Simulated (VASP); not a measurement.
The system is Ni.

```
Ni
1.0
     0.00000    1.78100    1.78100
     1.78100    0.00000    1.78100
     1.78100    1.78100    0.00000
Ni
1
Direct
  0.00000 0.00000 0.00000
```

Base run:

- Program: VASP 6.6.1
- Functional: LDA
- Potentials or basis: VASP PAW LDA potentials, release 64 (Ni)
- Cutoff: 520 eV
- k mesh: 15 × 15 × 15
- Occupations: gaussian, width 0.05 eV
- Spin: collinear spin, ferromagnetic start
- Starting moments: [0.97] μB
- Fixed moment: 0.97 μB
- Hubbard terms: Ni d U = 4.2 eV

Its results: pressure -25.1 GPa; site moments Ni +0.98 μB.

**Question.** After a change of settings the same cell gave: pressure -29.9 GPa; site moments Ni +0.52 μB. Which change was it?
A. fixed moment from 0.97 μB to none; moments at the start from [0.97] to [0.2]
B. fixed moment from 0.97 μB to 0.49 μB; moments at the start from [0.97] to [0.49]
C. fixed moment from 0.97 μB to 0.73 μB; moments at the start from [0.97] to [0.73]
D. fixed moment from 0.97 μB to 1.21 μB; moments at the start from [0.97] to [1.21]

**Answer.** B.

Caveats: the total moment is fixed, so each spin has its own Fermi level; the U is typed as a test and isn't derived for this compound.

The runs don't all hold the same shells in valence.
